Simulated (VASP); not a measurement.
# Ta (Im-3m) in VASP: further runs, part 2 of 2

VASP 6.6.1. The steps go on from the part before.

### 3 Single point, r2SCAN

This run uses another cell than the first one, of 17.02 Å³/atom, 0.944 times its volume.

The input, POSCAR:

```
Ta
1.0
   -1.6205739594      1.6205739594      1.6205739594
    1.6205739594     -1.6205739594      1.6205739594
    1.6205739594      1.6205739594     -1.6205739594
Ta
1
Direct
    0.0000000000      0.0000000000      0.0000000000
```

The input, INCAR.step1:

```
  ALGO = Normal
  EDIFF = 1E-4
  ENCUT = 520
  GGA = PE
  ISMEAR = 0
  LASPH = T
  LCHARG = F
  LREAL = F
  LWAVE = T
  NBANDS = 12
  NELM = 60
  PREC = Accurate
  SIGMA = 0.1
```

The input, INCAR.step2:

```
  ALGO = Normal
  EDIFF = 1E-7
  ENCUT = 520
  ISIF = 2
  ISMEAR = 0
  ISTART = 1
  LASPH = T
  LCHARG = F
  LMIXTAU = T
  LREAL = F
  LWAVE = F
  METAGGA = R2SCAN
  NBANDS = 12
  NELM = 60
  PREC = Accurate
  SIGMA = 0.1
```

The input, KPOINTS:

```
k-points
0
Gamma
  8 8 8
```

Potentials or basis: VASP PAW PBE potentials, release 64 (Ta_pv).

The run is started by

```
$ cat potpaw_PBE.64/Ta_pv/POTCAR > POTCAR
$ cp INCAR.step1 INCAR
$ mpirun -np 1 vasp_std > vasp.out
$ cp INCAR.step2 INCAR
$ mpirun -np 1 vasp_std > vasp.out
```

OUTCAR:

```text
EDIFF = 1E-7
   ENCUT = 520
   ISIF = 2
   ISMEAR = 0
   ISTART = 1
   LASPH = T
   LREAL = F
   METAGGA = R2SCAN
   NELM = 60
   PREC = Accurate

 ion  position               nearest neighbor table
   1  0.000  0.000  0.000-

  LATTYP: Found a body centered cubic cell.
 ALAT       =     3.2411479188

  Lattice vectors:

 A1 = (  -1.6205739594,   1.6205739594,   1.6205739594)
 A2 = (   1.6205739594,  -1.6205739594,   1.6205739594)
 A3 = (   1.6205739594,   1.6205739594,  -1.6205739594)

Analysis of symmetry for initial positions (statically):
=====================================================================
 Subroutine PRICEL returns:
 Original cell was already a primitive cell.

 Routine SETGRP: Setting up the symmetry group for a
 body centered cubic supercell.

 Subroutine GETGRP returns: Found 48 space group operations
 (whereof 48 operations were pure point group operations)
 out of a pool of 48 trial point group operations.

The static configuration has the point symmetry O_h .

Analysis of symmetry for dynamics (positions and initial velocities):
=====================================================================
 Subroutine PRICEL returns:
 Original cell was already a primitive cell.

 Routine SETGRP: Setting up the symmetry group for a
 body centered cubic supercell.

 Subroutine GETGRP returns: Found 48 space group operations
 (whereof 48 operations were pure point group operations)
 out of a pool of 48 trial point group operations.

The dynamic configuration has the point symmetry O_h .

 Subroutine INISYM returns: Found 48 space group operations
 (whereof 48 operations are pure point group operations),
 and found     1 'primitive' translations

----------------------------------------------------------------------------------------

                                     Primitive cell

  volume of cell :      17.0242

  direct lattice vectors                    reciprocal lattice vectors
    -1.620573959  1.620573959  1.620573959     0.000000000  0.308532663  0.308532663
     1.620573959 -1.620573959  1.620573959     0.308532663  0.000000000  0.308532663
     1.620573959  1.620573959 -1.620573959     0.308532663  0.308532663  0.000000000

  length of vectors
     2.806916435  2.806916435  2.806916435     0.436331077  0.436331077  0.436331077

  position of ions in fractional coordinates (direct lattice)
     0.000000000  0.000000000  0.000000000

  ion indices of the primitive-cell ions
   primitive index   ion index
                 1           1

----------------------------------------------------------------------------------------

 KPOINTS: k-points

Automatic generation of k-mesh.
 Grid dimensions read from file:
 generate k-points for:    8    8    8

 Generating k-lattice:

  Cartesian coordinates                     Fractional coordinates (reciprocal lattice)
     0.000000000  0.038566583  0.038566583     0.125000000  0.000000000  0.000000000
     0.038566583  0.000000000  0.038566583     0.000000000  0.125000000  0.000000000
     0.038566583  0.038566583  0.000000000     0.000000000  0.000000000  0.125000000

  Length of vectors
     0.054541385  0.054541385  0.054541385

  Shift w.r.t. Gamma in fractional coordinates (k-lattice)
     0.000000000  0.000000000  0.000000000

 Subroutine IBZKPT returns following result:
 ===========================================

 Found     29 irreducible k-points:

 Following reciprocal coordinates:
            Coordinates               Weight
  0.000000  0.000000  0.000000      1.000000
  0.125000  0.000000  0.000000     12.000000
  0.250000  0.000000  0.000000     12.000000
  0.375000  0.000000  0.000000     12.000000
  0.500000  0.000000  0.000000      6.000000
  0.125000  0.125000  0.000000     24.000000
[... 16 lines left out ...]
 -0.250000  0.250000  0.250000      6.000000
 -0.375000  0.375000  0.250000     24.000000
 [... further k-points ...]
   k-points           NKPTS =     29   k-points in BZ     NKDIM =     29   number of bands    NBANDS=     12
   number of dos      NEDOS =    301   number of ions     NIONS =      1
   total plane-waves  NPLWV =  13824
   dimension x,y,z NGX =    24 NGY =   24 NGZ =   24
   dimension x,y,z NGXF=    48 NGYF=   48 NGZF=   48
   ions per type =               1
   NGX,Y,Z   is equivalent  to a cutoff of  14.21, 14.21, 14.21 a.u.
   NGXF,Y,Z  is equivalent  to a cutoff of  28.43, 28.43, 28.43 a.u.
 SYSTEM =  unknown system
   PREC   = accura    normal or accurate (medium, high low for compatibility)
   ISTART =      1    job   : 0-new  1-cont  2-samecut
   ICHARG =      0    charge: 1-file 2-atom 10-const
   ISPIN  =      1    spin polarized calculation?
   LNONCOLLINEAR =      F non collinear calculations
   LSORBIT =      F    spin-orbit coupling
   LASPH  =      T    aspherical Exc in radial PAW
   ENCUT  =  520.0 eV  38.22 Ry    6.18 a.u.   5.22  5.22  5.22*2*pi/ulx,y,z
   NELM   =     60;   NELMIN=  2; NELMDL=  0     # of ELM steps
   EDIFF  = 0.1E-06   stopping-criterion for ELM
   LREAL  =      F    real-space projection
   EDIFFG = 0.1E-05   stopping-criterion for IOM
   NSW    =      0    number of steps for IOM
   IBRION =     -1    ionic relax: 0-MD 1-quasi-New 2-CG
   NFREE  =      0    steps in history (QN), initial steepest desc. (CG)
   ISIF   =      2    stress and relaxation
   ISYM   =      2    0-nonsym 1-usesym 2-fastsym
   POTIM  = 0.5000    time-step for ionic-motion
   TEBEG  =    0.0;   TEEND  =   0.0 temperature during run
   PSTRESS=    0.0 pullay stress
   NELECT =      11.0000    total number of electrons
   NUPDOWN=      -1.0000    fix difference up-down
   EMIN   =  10.00;   EMAX   =-10.00  energy-range for DOS
   EFERMI =   0.00;   METHOD = LEGACY
   ISMEAR =     0;   SIGMA  =   0.10  broadening in eV -4-tet -1-fermi 0-gaus
   EFERMI_NEDOS =   21; number of points for ismear=-14 and -15
   IALGO  =     38    algorithm
   IMIX   =      4    mixing-type and parameters
     AMIX     =   0.40;   BMIX     =  1.00
     AMIX_MAG =   1.60;   BMIX_MAG =  1.00
  volume/ion in A,a.u.               =      17.02       114.88
  Fermi-wavevector in a.u.,A,eV,Ry     =   1.415306  2.674540 27.253691  2.003090
  Thomas-Fermi vector in A             =   2.536758
   LORBIT       =      0    0 simple, 1 ext, 2 COOP (PROOUT), +10 PAW based schemes
   METAGGA = R2SCAN    functional components
   LHFCALC =     F    Hartree Fock is set to
   AEXX    =    0.0000 exact exchange contribution
   IVDW    =     0    specifies the selected vdW correction
   LEPSILON=     F    determine dielectric tensor
   LRPA    =     F    only Hartree local field effects (RPA)
 non-spin polarized calculation
 Gauss-broadening in eV      SIGMA  =   0.10
  energy-cutoff  :      520.00
  volume of cell :       17.02
 maximum number of plane-waves:       471
 NGX is ok and might be reduce to    24
   NGX = 11   NGY = 11   NGZ = 11

 number of electron      10.9999999 magnetization

 Free energy of the ion-electron system (eV)
  ---------------------------------------------------
  ext. energy  EPLUGINS =         0.00000000
  ---------------------------------------------------
  free energy    TOTEN  =       -48.56634450 eV

  energy without entropy =      -48.56341163  energy(sigma->0) =      -48.56487807

 E-fermi :   5.7920     XC(G=0): -14.0982

 val. band max:        5.6830460188   @ k =   0.2500   0.0000   0.0000
 cond. band min:       5.8430213000   @ k =  -0.2500   0.2500   0.1250
 fundamental gap:      0.1599752812
 Fermi energy:         5.7920323469

 k-point     1 :       0.0000    0.0000    0.0000
  band No.  band energies     occupation
      1     -28.1701      2.00000
      2     -28.1701      2.00000
      3     -28.1701      2.00000
      4      -2.7517      2.00000
      5       6.6357      0.00000
      6       6.6357      0.00000
      7       6.6357      0.00000
      8      10.3287      0.00000
      9      10.3287      0.00000
     10      18.2364      0.00000
     11      21.8410      0.00000
     12      21.8410      0.00000
[... 331 lines left out ...]
 k-point    24 :      -0.3750    0.3750    0.2500
  band No.  band energies     occupation
      1     -29.2769      2.00000
      2     -28.8489      2.00000
      3     -28.7190      2.00000
      4       2.6914      2.00000
      5       3.5426      2.00000
      6       7.1954      0.00000
      7       7.9845      0.00000
      8      11.8352      0.00000
      9      12.1217      0.00000
     10      18.2363      0.00000
     11      21.3568      0.00000
     12      23.8173      0.00000

 [... further k-points ...]
[... 5 lines left out ...]
  --------------------------------------------------------------------------------------
  -------------------------------------------------------------------------------------
  Total        1.2158748      1.2158748      1.2158748      0.0000000      0.0000000      0.0000000
  in kB      114.4281534    114.4281534    114.4281534      0.0000000      0.0000000      0.0000000
  external PRESSURE =     114.4281534 kB  Pullay stress =       0.0000000 kB

 VOLUME and BASIS-vectors are now :
 -----------------------------------------------------------------------------
  energy-cutoff  :      520.00
  volume of cell :       17.02
      direct lattice vectors                 reciprocal lattice vectors
    -1.620573959  1.620573959  1.620573959     0.000000000  0.308532663  0.308532663
     1.620573959 -1.620573959  1.620573959     0.308532663  0.000000000  0.308532663
     1.620573959  1.620573959 -1.620573959     0.308532663  0.308532663  0.000000000

 POSITION                                       TOTAL-FORCE (eV/Angst)
 -----------------------------------------------------------------------------------
      0.00000      0.00000      0.00000         0.000000      0.000000      0.000000
 -----------------------------------------------------------------------------------
    total drift:                               -0.000000      0.000000      0.000000

  FREE ENERGIE OF THE ION-ELECTRON SYSTEM (eV)
  ---------------------------------------------------
  free  energy   TOTEN  =       -48.5663445006 eV

  energy  without entropy=      -48.5634116307  energy(sigma->0) =      -48.56487807
```

OSZICAR.step1:

```text
N       E                     dE             d eps       ncg     rms          rms(c)
DAV:   1     0.612101373323E+02    0.61210E+02   -0.61747E+03   696   0.884E+02
DAV:   2    -0.111247746923E+02   -0.72335E+02   -0.70026E+02   784   0.250E+02
DAV:   3    -0.121934754408E+02   -0.10687E+01   -0.10627E+01   852   0.283E+01
DAV:   4    -0.121962838350E+02   -0.28084E-02   -0.28083E-02   752   0.159E+00
DAV:   5    -0.121962923730E+02   -0.85380E-05   -0.85386E-05   828   0.802E-02    0.150E+01
DAV:   6    -0.118898034715E+02    0.30649E+00   -0.24281E-01   792   0.533E+00    0.755E+00
DAV:   7    -0.117908713469E+02    0.98932E-01   -0.23068E-01   780   0.488E+00    0.383E-01
DAV:   8    -0.117897246090E+02    0.11467E-02   -0.46562E-03   736   0.611E-01    0.704E-02
DAV:   9    -0.117897249138E+02   -0.30488E-06   -0.37357E-05   520   0.699E-02
   1 F= -.11789725E+02 E0= -.11788136E+02  d E =-.317799E-02
```

Wall time 57 s (1 thread of AMD EPYC 7R43 (Zen 3), shared host); peak memory 0.11 GiB.

What came out:

* Free energy: -48.5663 eV
* Pressure: 11.4 GPa

Caveat: the PAW data sets were made with another functional, which shifts forces and pressure a little; spin-orbit coupling is left out, which moves the levels of the heavy elements.

### 4 Relaxation of cell and atoms, r2SCAN, target pressure 10.6 GPa, at which the enthalpy is minimised

The input, POSCAR:

```
Ta
1.0
   -1.6512800000      1.6512800000      1.6512800000
    1.6512800000     -1.6512800000      1.6512800000
    1.6512800000      1.6512800000     -1.6512800000
Ta
1
Direct
    0.0000000000      0.0000000000      0.0000000000
```

The input, INCAR.step1:

```
PREC = Accurate
ENCUT = 600
ISMEAR = 0
SIGMA = 0.1
LREAL = F
LASPH = T
NELM = 80
GGA = PE
ALGO = Normal
EDIFF = 1E-4
LWAVE = T
LCHARG = F
```

The input, INCAR.step2:

```
PREC = Accurate
ENCUT = 600
EDIFF = 1E-6
ISMEAR = 0
SIGMA = 0.1
LREAL = F
LASPH = T
NELM = 80
ALGO = Normal
ISIF = 3
LWAVE = F
LCHARG = F
METAGGA = R2SCAN
LMIXTAU = T
IBRION = 2
NSW = 80
EDIFFG = -0.05
PSTRESS = 106.0
ISTART = 1
```

The input, KPOINTS:

```
regular mesh
0
Gamma
  8 8 8
```

The run is started by

```
$ cat potpaw_PBE.64/Ta_pv/POTCAR > POTCAR
$ cp INCAR.step1 INCAR
$ mpirun -np 1 vasp_std > vasp.out
$ cp INCAR.step2 INCAR
$ mpirun -np 1 vasp_std > vasp.out
```

It took 2.9 min on 1 thread of AMD EPYC 7R43 (Zen 3), shared host; peak memory 0.13 GiB.

The run converged. Its results:

```yaml
Free_energy: -48.5715 eV
Relaxed_volume: 17.09 Å³/atom
Relaxed_cell: a = 2.810 Å, b = 2.810 Å, c = 2.810 Å, α = 109.47°, β = 109.47°, γ = 109.47°
Space_group_after_relaxing_to_0.05_Å: Im-3m (No. 229)
Energy_change_on_relaxing_the_enthalpy_is_what_falls: +24.1 meV/atom
Ionic_steps: 4
Pressure_after_relaxing: 10.4 GPa
```

The path:
```tsv
step	energy change (eV)	largest force (eV/Å)	pressure (GPa)	volume (Å³)
1	0.0000	0.0000	-1.47	18.01
2	0.5228	0.0000	62.21	14.70
3	0.0205	0.0000	9.61	17.15
4	0.0241	0.0000	10.44	17.09
```

Final structure:
```xyz
1
Lattice="-1.6226 1.6226 1.6226 1.6226 -1.6226 1.6226 1.6226 1.6226 -1.6226" Properties=species:S:1:pos:R:3 pbc="T T T"
Ta    0.0000    0.0000    0.0000
```

Levels at points of the mesh, in eV from the Fermi level:
| k point | band 1 | band 2 | band 3 | band 4 | band 5 | band 6 | band 7 | band 8 | band 9 |
| --- | --- | --- | --- | --- | --- | --- | --- | --- | --- |
| (0.00, 0.00, 0.00) | -33.98 | -33.98 | -33.98 | -8.53 | 0.84 | 0.84 | 0.84 | 4.52 | 4.52 |
| (0.50, 0.00, 0.00) | -35.45 | -34.45 | -33.99 | -4.81 | -1.74 | 1.74 | 4.44 | 5.56 | 8.64 |
| (0.50, 0.50, 0.50) | -34.99 | -34.99 | -34.99 | -4.29 | -4.29 | 7.57 | 7.57 | 7.57 | 9.54 |

Caveat: the cell is relaxed towards a set pressure, so the enthalpy falls and the energy may rise; the PAW data sets were made with another functional, which shifts forces and pressure a little; spin-orbit coupling is left out, which moves the levels of the heavy elements.

### 5 Summary

```csv
task,cell,k mesh,cutoff (eV),gap on the mesh (eV),pressure (GPa)
single point,"a = 2.862 Å, angles 109.5°, 1 atom",18 × 18 × 18,520,none,0.6
single point,"a = 2.807 Å, angles 109.5°, 1 atom",8 × 8 × 8,520,none,11.4
relaxation of cell and atoms,"relaxed to 10.6 GPa from a = 2.860 Å, angles 109.5°, 1 atom",8 × 8 × 8,600,none,10.4
```

Alike in all rows: level r2SCAN; potentials or basis VASP PAW PBE potentials, release 64 (Ta_pv); no spin polarisation; smearing gaussian 0.1 eV.

Caveats: the PAW data sets were made with another functional, which shifts forces and pressure a little; spin-orbit coupling is left out, which moves the levels of the heavy elements; the cell is relaxed towards a set pressure, so the enthalpy falls and the energy may rise (some runs).

Total energies depend on the potentials used, so only differences within one code and one set of settings carry meaning.
